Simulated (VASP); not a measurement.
Set up this calculation in VASP 6.6.1, as the native input.

```yaml
Task: relaxation of cell and atoms
Functional: PBE
Potentials_or_basis: VASP PAW PBE potentials, release 64 (B)
Cutoff: 600 eV
k_mesh: 10 × 8 × 8
Occupations: gaussian, width 0.1 eV
Spin: no spin polarisation
Dipole_correction: no
Further_INCAR_settings: ALGO = Normal; EDIFF = 1e-06; IBRION = 2; EDIFFG = -0.04; NSW = 90; ISIF = 3
```

The structure of B lies in POSCAR:

```
B
1.0
    1.6474337200      0.0000000000      0.0000000000
    0.5976328000      2.1775145200      0.0000000000
    0.5292891100      0.8867789300      2.4753329000
B
1
Direct
    0.5000000000      0.5000000000      0.5000000000
```

The cell was generated, and may not be a known phase.

These files were run (other wordings do the same):

INCAR

```
SYSTEM = B
  ALGO = Normal
  EDIFF = 1E-6
  EDIFFG = -0.04
  ENCUT = 600
  GGA = PE
  IBRION = 2
  ISIF = 3
  ISMEAR = 0
  LASPH = .TRUE.
  LCHARG = .FALSE.
  LREAL = .FALSE.
  LWAVE = .FALSE.
  NELM = 60
  NSW = 90
  PREC = Accurate
  SIGMA = 0.1
```

KPOINTS

```
k-points
0
G
  10 8 8
  0 0 0
```

Potentials or basis: VASP PAW PBE potentials, release 64 (B).

The run is started by

```sh
$ cat potpaw_PBE.64/B/POTCAR > POTCAR
$ mpirun -np 1 vasp_std > vasp.out
```

It gave:

| Property | Result |
| --- | --- |
| Relaxed volume | 7.41 Å³/atom |
| Relaxed cell | a = 1.618 Å, b = 2.038 Å, c = 2.612 Å, α = 82.48°, β = 69.38°, γ = 66.94° |
| Space group after relaxing (to 0.1 Å) | C2/m (No. 12) |
| Energy gained by relaxing | 248.4 meV/atom |
| Ionic steps | 20 |
| Pressure after relaxing | -0.4 GPa |
| Band gap on the k mesh | zero (an odd number of electrons rules out a gap without spin polarisation) |

Caveat: the k points lie up to 0.45 Å⁻¹ apart in the final cell, too coarse for converged energies and pressures of a metal; the volume moved by over 15 % at a fixed basis, so the end points are rough.

Run time: 40 s on 1 thread of Intel(R) Xeon(R) 6975P-C (Granite Rapids), with other jobs on the host, peak memory 0.13 GiB.
